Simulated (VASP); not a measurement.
Input of a VASP 6.6.1 run:

Contents of INCAR:

```
SYSTEM = Cu12S
PREC = Accurate
ENCUT = 520
EDIFF = 1E-7
ISMEAR = 0
SIGMA = 0.1
LREAL = .FALSE.
LASPH = .TRUE.
NELM = 80
ALGO = Normal
ISIF = 2
LWAVE = .FALSE.
LCHARG = .FALSE.
LDIPOL = .TRUE.
IDIPOL = 3
DIPOL = 0.5 0.5 0.318
GGA = PE
NBANDS = 81
```

KPOINTS

```
Automatic mesh
0
G
  5 5 1
  0 0 0
```

POSCAR

```
Cu12S
1.0
    5.1319544654      0.0000000000      0.0000000000
    0.0000000000      5.1319544654      0.0000000000
    0.0000000000      0.0000000000     19.0279314150
Cu S
12 1
Direct
    0.2500000000      0.2500000000      0.2102172807
    0.2500000000      0.7500000000      0.2102172807
    0.7500000000      0.2500000000      0.2102172807
    0.7500000000      0.7500000000      0.2102172807
    0.0000000000      0.0000000000      0.3029241254
    0.0000000000      0.5000000000      0.3029241254
    0.5000000000      0.0000000000      0.3029241254
    0.5000000000      0.5000000000      0.3029241254
    0.2500000000      0.2500000000      0.3956253179
    0.2500000000      0.7500000000      0.3956253179
    0.7500000000      0.2500000000      0.3956253179
    0.7500000000      0.7500000000      0.3956253179
    0.2500000000      0.4166666667      0.4931478012
```

Potentials or basis: VASP PAW PBE potentials, release 64 (Cu, S).

Run with:

```console
$ cat potpaw_PBE.64/Cu/POTCAR potpaw_PBE.64/S/POTCAR > POTCAR
$ mpirun -np 1 vasp_std > vasp.out
```

Task: Predict the band gap on the k mesh.

Result: Zero (bands 69 and 70 overlap by 0.59 eV).

Task: Predict the largest force.

Result: 1.178 eV/Å.

Forces on the atoms (eV/Å):
```
Cu   0.000  0.022 -0.002
Cu   0.000 -0.023 -0.027
Cu   0.000 -0.008 -0.032
Cu   0.000  0.009 -0.051
Cu   0.046 -0.006 -0.073
Cu  -0.085  0.007 -0.256
Cu  -0.046 -0.006 -0.073
Cu   0.085  0.007 -0.256
Cu   0.000 -0.851 -0.587
Cu   0.000 -0.348  0.955
Cu   0.000  0.035  0.341
Cu   0.000 -0.014  0.057
S    0.000  1.178  0.005
```

With open d or f shells a metallic result of PBE can be an artefact of self-interaction; +U or a hybrid may open a gap.
